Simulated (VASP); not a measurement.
Runs of VASP 6.6.1 on Sn. The structure is that of space group P6/mmm (No. 191), or close to it. The cells are those of the table. This isn't the form of Sn at room conditions, which is tetragonal (white tin).

```csv
cell,k mesh,gap on the mesh (eV),pressure (GPa)
"a = 5.261, b = 5.261, c = 3.208 Å, angles 90.0, 90.0, 120.0°, 3 atoms",8 × 8 × 11,none,5.2
"a = 5.481, b = 5.481, c = 3.342 Å, angles 90.0, 90.0, 120.0°, 3 atoms",8 × 8 × 11,none,(a)
"a = 5.410, b = 5.410, c = 3.298 Å, angles 90.0, 90.0, 120.0°, 3 atoms",7 × 7 × 10,none,0.0
"a = 5.550, b = 5.550, c = 3.384 Å, angles 90.0, 90.0, 120.0°, 3 atoms",8 × 8 × 11,none,-2.7
"a = 5.184, b = 5.184, c = 3.161 Å, angles 90.0, 90.0, 120.0°, 3 atoms",8 × 8 × 11,none,8.5
"a = 5.410, b = 5.410, c = 3.298 Å, angles 90.0, 90.0, 120.0°, 3 atoms",8 × 8 × 11,none,(b)
"a = 5.336, b = 5.336, c = 3.254 Å, angles 90.0, 90.0, 120.0°, 3 atoms",8 × 8 × 11,none,2.5
```

Alike in all rows: task single point; level PBE; potentials or basis VASP PAW PBE potentials, release 64 (Sn_d); no spin polarisation; cutoff (eV) 520; smearing fermi-dirac 0.1 eV.

Task: Estimate the missing entries.

Result: (a) -1.4; (b) 0.3.

Caveats: spin-orbit coupling is left out, which moves the levels of the heavy elements; the cell stands under pressure (at least some runs).

A k mesh can miss the band edges, and the runs leave out spin-orbit coupling on Sn.

A gap of «none» marks levels without a gap at the run's occupations.
